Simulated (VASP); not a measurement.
# Al3GaN4 (P1) in VASP: single point with PBEsol

Aim: the single point of Al3GaN4 with PBEsol.

Program: VASP 6.6.1. These are calculated values, not measurements. Logs are shortened: lines on timing, memory, paths and dates and some standing lists are left out, and cuts for length are marked.

## (1) The cell of the first run

The typed cell holds 96 atoms: a = 9.393 Å, b = 10.846 Å, c = 10.068 Å, α = 90.00°, β = 90.00°, γ = 90.00°.

## (2) Single point, PBEsol

Contents of INCAR:

```
PREC = Accurate ; ENCUT = 520
EDIFF = 1E-6 ; ISMEAR = -1
SIGMA = 0.05 ; LREAL = Auto
LASPH = T ; NELM = 80
ALGO = Normal ; ISIF = 2
LWAVE = F ; LCHARG = T
GGA = PS ; LELF = T
LVHAR = T ; NBANDS = 306
ISYM = 0
```

Contents of KPOINTS:

```
Automatic mesh
0
Gamma
  1 1 1
  0.25 0.25 0.25
```

Contents of POSCAR:

```
Al3GaN4
1.0
    9.3931450000      0.0000000000      0.0000000000
    0.0000000000     10.8462700000      0.0000000000
    0.0000000000      0.0000000000     10.0681020000
Ga Al N
12 36 48
Direct
    0.1665930000      0.0852000000      0.2512870000
    0.4978700000      0.0810710000      0.2473690000
    0.8339500000      0.0833500000      0.7510800000
    0.3356470000      0.8336150000      0.2487420000
    0.3359630000      0.8307070000      0.7488380000
    0.0016950000      0.1693210000      0.4991840000
    0.0001960000      0.6672480000      0.9971230000
    0.5017400000      0.4169270000      0.0007290000
    0.8361990000      0.4144750000      0.4996980000
    0.8322010000      0.4172220000      0.9989700000
    0.5002060000      0.9168590000      0.0006960000
    0.8331420000      0.9134010000      0.0034770000
    0.1716310000      0.0839660000      0.7493870000
    0.0001690000      0.3346250000      0.2464680000
    0.0029200000      0.3342910000      0.7461560000
    0.5012440000      0.0812130000      0.7517040000
    0.3285270000      0.3369120000      0.2479730000
    0.3311450000      0.3323480000      0.7478020000
    0.1698880000      0.5840020000      0.2485860000
    0.1696620000      0.5867260000      0.7486260000
    0.9987570000      0.8336010000      0.2453840000
    0.0001630000      0.8331420000      0.7498130000
    0.8385510000      0.0828440000      0.2484240000
    0.6675310000      0.3327990000      0.2489370000
    0.6690420000      0.3346140000      0.7443000000
    0.4972760000      0.5841620000      0.2472150000
    0.4984240000      0.5840050000      0.7504620000
    0.8294590000      0.5820970000      0.2498460000
    0.8286770000      0.5855030000      0.7499240000
    0.6675670000      0.8352470000      0.2485450000
    0.6684320000      0.8371130000      0.7469770000
    0.9948800000      0.1662160000      0.9996220000
    0.3367320000      0.1685560000      0.5003450000
    0.3305660000      0.1645680000      0.9989730000
    0.1684850000      0.4184260000      0.4993200000
    0.1662550000      0.4187570000      0.9988630000
    0.0007900000      0.6715580000      0.4978470000
    0.6656470000      0.1681140000      0.5018450000
    0.6676670000      0.1662790000      0.9975590000
    0.5022700000      0.4140140000      0.4972590000
    0.3298030000      0.6696870000      0.4991140000
    0.3340960000      0.6674770000      0.9976310000
    0.1676190000      0.9153430000      0.4971900000
    0.1650370000      0.9149150000      0.9963480000
    0.6676820000      0.6681810000      0.4956050000
    0.6689060000      0.6683940000      0.9959190000
    0.4974530000      0.9170240000      0.4943570000
    0.8338740000      0.9176560000      0.4979110000
    0.9979680000      0.1657680000      0.1857130000
    0.9943140000      0.1671350000      0.6896490000
    0.3360180000      0.1658380000      0.1896780000
    0.3354700000      0.1657450000      0.6884860000
    0.1663300000      0.4186690000      0.1843550000
    0.1671930000      0.4146220000      0.6881800000
    0.9991720000      0.6680490000      0.1890180000
    0.9950910000      0.6667760000      0.6888720000
    0.6648260000      0.1679890000      0.1894540000
    0.6673670000      0.1668960000      0.6878770000
    0.4998520000      0.4151170000      0.1871230000
    0.5004980000      0.4140710000      0.6907640000
    0.3326910000      0.6663120000      0.1908590000
    0.3351660000      0.6671290000      0.6929650000
    0.1667740000      0.9178520000      0.1894560000
    0.1642660000      0.9143530000      0.6900390000
    0.8302200000      0.4164340000      0.1917970000
    0.8375230000      0.4166430000      0.6900200000
    0.6662330000      0.6666320000      0.1890590000
    0.6651130000      0.6680540000      0.6902320000
    0.5013260000      0.9152900000      0.1873980000
    0.5030710000      0.9180000000      0.6860730000
    0.8352960000      0.9175170000      0.1886900000
    0.8347040000      0.9186470000      0.6879900000
    0.1627990000      0.0815060000      0.4388210000
    0.1699550000      0.0838390000      0.9420840000
    0.9967710000      0.3334230000      0.4417590000
    0.0005470000      0.3335060000      0.9384510000
    0.5004500000      0.0851550000      0.4416320000
    0.5042190000      0.0840480000      0.9377000000
    0.3306630000      0.3331940000      0.4406720000
    0.3306410000      0.3313910000      0.9384630000
    0.1664010000      0.5822100000      0.4398180000
    0.1658660000      0.5838890000      0.9383820000
    0.0024680000      0.8312330000      0.4407300000
    0.9986260000      0.8325050000      0.9362340000
    0.8320130000      0.0813060000      0.4405250000
    0.8317140000      0.0858260000      0.9387470000
    0.6701270000      0.3333890000      0.4396310000
    0.6664560000      0.3359800000      0.9388390000
    0.4967050000      0.5875350000      0.4393830000
    0.4980880000      0.5819730000      0.9371260000
    0.3300850000      0.8338240000      0.4389510000
    0.3326720000      0.8325490000      0.9393830000
    0.8360750000      0.5863200000      0.4404200000
    0.8376250000      0.5833470000      0.9403010000
    0.6699000000      0.8357840000      0.4374820000
    0.6642150000      0.8326840000      0.9385200000
```

Potentials or basis: VASP PAW PBE potentials, release 64 (Ga_d, Al, N).

Launch:

```bash
$ cat potpaw_PBE.64/Ga_d/POTCAR potpaw_PBE.64/Al/POTCAR potpaw_PBE.64/N/POTCAR > POTCAR
$ mpirun -np 1 vasp_std > vasp.out
```

OUTCAR:

```text
PREC = Accurate
   ENCUT = 520
   EDIFF = 1E-6
   ISMEAR = -1
   LREAL = Auto
   LASPH = T
   NELM = 80
   ISIF = 2
   GGA = PS
   ISYM = 0

 ion  position               nearest neighbor table
   1  0.167  0.085  0.251-  73 1.89  63 1.92  51 1.92  49 1.93  23 3.08  43 3.09  34 3.09  33 3.11
                            14 3.12  17 3.13  32 3.13
   2  0.498  0.081  0.247-  51 1.87  69 1.90  57 1.92  77 1.96  47 3.06  34 3.09  30 3.11  33 3.11
                            39 3.12
   3  0.834  0.083  0.751-  50 1.86  86 1.89  72 1.90  58 1.92  32 3.06  39 3.07  31 3.09  38 3.11
                            48 3.12  16 3.13  22 3.13  25 3.14
   4  0.336  0.834  0.249-  69 1.89  61 1.91  91 1.92  63 1.93  47 3.04  41 3.09  43 3.09  26 3.10
                            42 3.10  30 3.12  19 3.12  44 3.13
   5  0.336  0.831  0.749-  62 1.86  92 1.92  70 1.94  64 1.94  41 3.06  42 3.07  20 3.07  27 3.08
                            44 3.10  47 3.12  31 3.12  43 3.12  16 3.13
   6  0.002  0.169  0.499-  75 1.87  73 1.89  50 1.92  85 1.95  15 3.06  23 3.10  14 3.11  13 3.12
                            35 3.12
   7  0.000  0.667  0.997-  94 1.87  84 1.89  82 1.89  55 1.93  22 3.07  21 3.08  20 3.09  29 3.09
                            44 3.10  46 3.11  36 3.11  19 3.13  42 3.14
   8  0.502  0.417  0.001-  59 1.88  88 1.88  90 1.90  80 1.96  26 3.07  24 3.08  17 3.10  27 3.10
                            39 3.13  42 3.14
   9  0.836  0.414  0.500-  75 1.84  87 1.89  66 1.92  93 1.96  25 3.05  15 3.06  14 3.10  28 3.10
[... 125 lines left out ...]
  95  0.670  0.836  0.437-  48 1.88  30 1.90  45 1.91  47 1.93
  96  0.664  0.833  0.939-  46 1.87  11 1.90  12 1.93  31 1.93

IMPORTANT INFORMATION: All symmetrisations will be switched off!
NOSYMM: (Re-)initialisation of all symmetry stuff for point group C_1.

----------------------------------------------------------------------------------------

                                     Primitive cell

  volume of cell :    1025.7441

  direct lattice vectors                    reciprocal lattice vectors
     9.393145000  0.000000000  0.000000000     0.106460616  0.000000000  0.000000000
     0.000000000 10.846270000  0.000000000     0.000000000  0.092197594  0.000000000
     0.000000000  0.000000000 10.068102000     0.000000000  0.000000000  0.099323587

  length of vectors
     9.393145000 10.846270000 10.068102000     0.106460616  0.092197594  0.099323587

  position of ions in fractional coordinates (direct lattice)
     0.166593000  0.085200000  0.251287000
     0.497870000  0.081071000  0.247369000
     0.833950000  0.083350000  0.751080000
     0.335647000  0.833615000  0.248742000
     0.335963000  0.830707000  0.748838000
     0.001695000  0.169321000  0.499184000
[... 88 lines left out ...]
     0.669900000  0.835784000  0.437482000
     0.664215000  0.832684000  0.938520000

  ion indices of the primitive-cell ions
   primitive index   ion index
                 1           1
                 2           2
[... 158 lines left out ...]
   EMIN   =  10.00;   EMAX   =-10.00  energy-range for DOS
   EFERMI =   0.00;   METHOD = LEGACY
   ISMEAR =    -1;   SIGMA  =   0.05  broadening in eV -4-tet -1-fermi 0-gaus
   EFERMI_NEDOS =   21; number of points for ismear=-14 and -15
   IALGO  =     38    algorithm
   IMIX   =      4    mixing-type and parameters
     AMIX     =   0.40;   BMIX     =  1.00
     AMIX_MAG =   1.60;   BMIX_MAG =  1.00
  volume/ion in A,a.u.               =      10.68        72.10
  Fermi-wavevector in a.u.,A,eV,Ry     =   1.291830  2.441205 22.705735  1.668824
  Thomas-Fermi vector in A             =   2.423576
   LORBIT       =      0    0 simple, 1 ext, 2 COOP (PROOUT), +10 PAW based schemes
   GGA     = PS    functional components
   LHFCALC =     F    Hartree Fock is set to
   AEXX    =    0.0000 exact exchange contribution
   IVDW    =     0    specifies the selected vdW correction
   LEPSILON=     F    determine dielectric tensor
   LRPA    =     F    only Hartree local field effects (RPA)
 non-spin polarized calculation
  energy-cutoff  :      520.00
  volume of cell :     1025.74
 maximum number of plane-waves:     27615
 NGX is ok and might be reduce to    70
   NGX = 35   NGY = 41   NGZ = 37

 number of electron     504.0000023 magnetization

 Free energy of the ion-electron system (eV)
  ---------------------------------------------------
  ext. energy  EPLUGINS =         0.00000000
  ---------------------------------------------------
  free energy    TOTEN  =      -718.82248509 eV

  energy without entropy =     -718.82248509  energy(sigma->0) =     -718.82248509

 E-fermi :   6.9334     XC(G=0): -11.3219

 val. band max:        5.7252239362   @ k =   0.2500  -0.2500  -0.2500
 cond. band min:      10.1313127346   @ k =  -0.2500  -0.2500   0.2500
 fundamental gap:      4.4060887984
 Fermi energy:         6.9333763038

 k-point     1 :       0.2500    0.2500    0.2500
  band No.  band energies     occupation
      1      -9.5045      2.00000
      2      -9.2198      2.00000
      3      -9.0921      2.00000
      4      -9.0119      2.00000
      5      -8.9066      2.00000
      6      -8.7843      2.00000
[... 1057 lines left out ...]
    263      11.3233      0.00000
    264      11.3629      0.00000
 [bands above 264 left out]

------------------------ aborting loop because EDIFF is reached ----------------------------------------

  FORCE on cell =-STRESS in cart. coord.  units (eV):
  Direction    XX          YY          ZZ          XY          YZ          ZX
  --------------------------------------------------------------------------------------
  -------------------------------------------------------------------------------------
  Total        4.2925778      2.9581629      5.0995967      0.0015488     -0.8186507     -1.1336569
  in kB        6.7048600      4.6205495      7.9653960      0.0024192     -1.2787044     -1.7707334
  external PRESSURE =       6.4302685 kB  Pullay stress =       0.0000000 kB

 VOLUME and BASIS-vectors are now :
 -----------------------------------------------------------------------------
  energy-cutoff  :      520.00
  volume of cell :     1025.74
      direct lattice vectors                 reciprocal lattice vectors
     9.393145000  0.000000000  0.000000000     0.106460616  0.000000000  0.000000000
     0.000000000 10.846270000  0.000000000     0.000000000  0.092197594  0.000000000
     0.000000000  0.000000000 10.068102000     0.000000000  0.000000000  0.099323587

 POSITION                                       TOTAL-FORCE (eV/Angst)
 -----------------------------------------------------------------------------------
      1.56483      0.92410      2.52998         0.066892     -0.190015     -0.539209
      4.67657      0.87932      2.49054         0.696845      0.612280      0.589702
      7.83341      0.90404      7.56195        -0.362912     -0.019106     -0.379016
      3.15278      9.04161      2.50436        -0.693158     -0.024992     -0.113679
      3.15575      9.01007      7.53938        -0.076509      1.122393      0.046233
      0.01592      1.83650      5.02584        -0.714356     -0.825410      0.341616
[... 88 lines left out ...]
      6.29247      9.06514      4.40461        -0.681338     -0.195181     -0.086892
      6.23907      9.03152      9.44912         0.509851     -0.470438     -0.625325
 -----------------------------------------------------------------------------------
    total drift:                                0.018274      0.011651     -0.020819

  FREE ENERGIE OF THE ION-ELECTRON SYSTEM (eV)
  ---------------------------------------------------
  free  energy   TOTEN  =      -718.8224850858 eV

  energy  without entropy=     -718.8224850857  energy(sigma->0) =     -718.82248509
```

It took 78 min on 1 thread of Oxide Virtual Turin-like, shared host; peak memory 1.4 GiB.

What came out:

```
Free energy            : -718.8225 eV
Pressure               : 0.6 GPa
Largest force          : 2.679 eV/Å
Band gap on the k mesh : 4.41 eV
```

Forces in eV/Å, atoms in the order of the input:
```
Ga   0.067 -0.190 -0.539
Ga   0.697  0.612  0.590
Ga  -0.363 -0.019 -0.379
Ga  -0.693 -0.025 -0.114
Ga  -0.077  1.122  0.046
Ga  -0.714 -0.825  0.342
Ga   0.269 -0.103  0.538
Ga  -0.639 -0.403 -0.712
Ga  -0.515  1.234  0.327
Ga   0.330 -0.195  0.086
Ga  -0.221  0.155 -0.664
Ga  -0.183  0.713 -1.164
Al  -1.018 -0.235 -0.009
Al  -0.321 -0.140  0.280
Al  -0.456 -0.241  0.636
Al   0.198  0.462 -0.693
Al   0.870 -0.803 -0.031
Al   0.545  0.014  0.365
Al  -0.982  0.183  0.093
Al  -1.080 -0.670 -0.073
Al   0.603 -0.219  0.803
Al  -0.420 -0.065 -0.624
Al  -1.227  0.350  0.513
Al  -0.404 -0.205  0.070
Al  -0.029 -0.241  0.730
Al   0.546 -0.250  0.299
Al   0.544 -0.550 -0.480
Al   0.638  0.372  0.067
Al   0.691 -0.480 -0.295
Al   0.211 -0.496  0.060
Al  -0.020 -0.432 -0.021
Al   1.007  0.311 -0.606
Al  -0.742 -0.539 -0.260
Al   0.887  0.558  0.150
Al  -0.567 -0.249  0.164
Al  -0.007 -0.465 -0.793
Al  -0.175 -1.176  0.422
Al   0.532 -0.506 -0.515
Al  -0.239  0.659  0.380
Al  -0.302  0.851  0.344
Al   0.425 -0.609  0.178
Al  -0.178 -0.311  0.218
Al  -0.658  0.420  0.516
Al   0.222  0.447  0.379
Al  -0.147 -0.099  0.467
Al  -0.353 -0.651  0.345
Al   0.597  0.159  0.637
Al   0.395 -0.036  0.302
N   -0.119  0.894  0.295
N    2.190  0.468  0.567
N   -0.804  1.257 -0.592
N   -0.068  0.009  0.137
N   -0.228 -0.040  0.907
N    0.249  0.790 -0.033
N    0.079 -0.416  0.811
N    0.850  0.084  0.082
N    1.153 -0.213 -0.426
N   -0.884  0.396  0.208
N   -0.244  0.423  1.820
N   -0.193  0.529 -0.591
N    0.137 -0.515 -0.899
N   -0.292 -1.015 -1.210
N   -0.603 -0.603 -0.825
N    0.167  0.755 -0.394
N    0.543  0.073  0.448
N   -0.549  0.367  0.747
N   -0.220  0.287 -0.253
N   -0.178  0.137 -0.257
N    0.662 -0.321  0.835
N    0.073  0.056 -0.179
N   -0.318 -0.061  1.232
N   -0.021 -1.108 -0.144
N    1.568  0.031  0.939
N   -1.057 -0.484 -0.645
N    2.045  0.520 -1.651
N    0.541 -0.383 -0.115
N   -0.186 -0.298  0.173
N   -0.733  0.446  0.159
N    0.418  0.147 -0.535
N   -0.327 -0.081 -0.100
N    0.044  0.432 -0.121
N    1.115 -0.218 -0.297
N   -0.356  0.973 -0.804
N    0.680  0.704 -0.042
N   -0.344  0.289 -0.753
N    0.132 -0.292  1.022
N   -1.247 -0.395 -0.407
N    0.160 -1.302 -0.920
N    0.322 -0.661 -0.103
N    0.398  1.262  0.253
N    0.611  0.055  0.702
N   -0.489 -0.204  0.595
N   -0.405  0.175 -0.494
N   -1.643  0.525 -0.814
N   -0.681 -0.195 -0.087
N    0.510 -0.470 -0.625
```

Stress tensor (GPa, compression positive):
```
 0.67  0.00 -0.18
 0.00  0.46 -0.13
-0.18 -0.13  0.80
```

Caveat: the PAW data sets were made with another functional, which shifts forces and pressure a little; a shifted mesh leaves out Γ, where band edges can lie.
